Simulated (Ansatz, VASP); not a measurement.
## SnSe in VASP and in Ansatz

INCAR

```
PREC = Accurate ; ENCUT = 500
EDIFF = 1E-6 ; ISMEAR = 0
SIGMA = 0.02 ; LREAL = F
LASPH = T ; NELM = 120
ALGO = Normal ; ISIF = 2
LWAVE = F ; LCHARG = F
GGA = PE ; IVDW = 12
NBANDS = 50 ; GGA_COMPAT = F
```

KPOINTS

```
Automatic mesh
0
Gamma
  4 8 8
```

File POSCAR:

```
SnSe
1.0
   11.3634397310      0.0000000000      0.0000000000
    0.0000000000      4.1468233628      0.0000000000
    0.0000000000      0.0000000000      4.3072005451
Sn Se
4 4
Direct
    0.1169417950      0.2500000000      0.0828087102
    0.3830582050      0.7500000000      0.5828087102
    0.6169417950      0.2500000000      0.4171912898
    0.8830582050      0.7500000000      0.9171912898
    0.3580296040      0.2500000000      0.0212029617
    0.1419703960      0.7500000000      0.5212029617
    0.8580296040      0.2500000000      0.4787970383
    0.6419703960      0.7500000000      0.9787970383
```

Input for Ansatz:

```yaml
crystal:
  lattice:
    - [11.363439731, 0.0, 0.0]
    - [0.0, 4.1468233628, 0.0]
    - [0.0, 0.0, 4.3072005451]
  atoms:
    - { symbol: Sn, position: [0.116941795, 0.25, 0.0828087102] }
    - { symbol: Sn, position: [0.383058205, 0.75, 0.5828087102] }
    - { symbol: Sn, position: [0.616941795, 0.25, 0.4171912898] }
    - { symbol: Sn, position: [0.883058205, 0.75, 0.9171912898] }
    - { symbol: Se, position: [0.358029604, 0.25, 0.0212029617] }
    - { symbol: Se, position: [0.141970396, 0.75, 0.5212029617] }
    - { symbol: Se, position: [0.858029604, 0.25, 0.4787970383] }
    - { symbol: Se, position: [0.641970396, 0.75, 0.9787970383] }
basis:
  ecutwfc: 420
kpoints:
  mp_grid: { grid: [4, 8, 8] }
  band_path:
    path:
      - [[0.0, 0.0, 0.0], [0.5, 0.0, 0.0], [0.5, 0.5, 0.0], [0.0, 0.5, 0.0], [0.0, 0.0, 0.0], [0.0, 0.0, 0.5], [0.5, 0.0, 0.5], [0.5, 0.5, 0.5], [0.0, 0.5, 0.5], [0.0, 0.0, 0.5]]
      - [[0.5, 0.0, 0.0], [0.5, 0.0, 0.5]]
      - [[0.0, 0.5, 0.0], [0.0, 0.5, 0.5]]
      - [[0.5, 0.5, 0.0], [0.5, 0.5, 0.5]]
    npoints: 12
hamiltonian:
  xc: pbe
  dispersion: d3bj
scf:
  occupations: { method: gaussian, width: 0.02 }
  n_extra_bands: 6
output:
  forces: true
  stress: true
  eigenvalues: true
```

Alike in both runs: task single point; functional PBE; dispersion D3(BJ); k mesh 4 × 8 × 8; occupations gaussian, width 0.02 eV; no spin polarisation.

|  | VASP | Ansatz |
| --- | --- | --- |
| version | VASP 6.6.1 | Ansatz 0.2.0 |
| potentials or method | VASP PAW PBE potentials, release 64 (Sn_d, Se), cutoff 500 eV | scalar-relativistic, plane waves, PAW |
| valence electrons in the cell | 80 | 120 |

Ansatz gave:

| Quantity | Value |
| --- | --- |
| gap on the k mesh at the Fermi level (eV) | 0.42 |
| least direct gap on the mesh (eV) | 0.78 |
| pressure (GPa) | 1.3 |
| rms of the force components (eV/Å) | 0.000 |

Problem. Estimate VASP's values.

Solution. gap on the k mesh at the Fermi level (eV): 0.41; least direct gap on the mesh (eV): 0.77; pressure (GPa): 1.3; rms of the force components (eV/Å): 0.008.

Atom by atom the forces differ by 0.008 eV/Å (rms over components). VASP's potentials hold 80 valence electrons a cell and Ansatz's 120, so a difference there can come from the potentials and not from the codes.
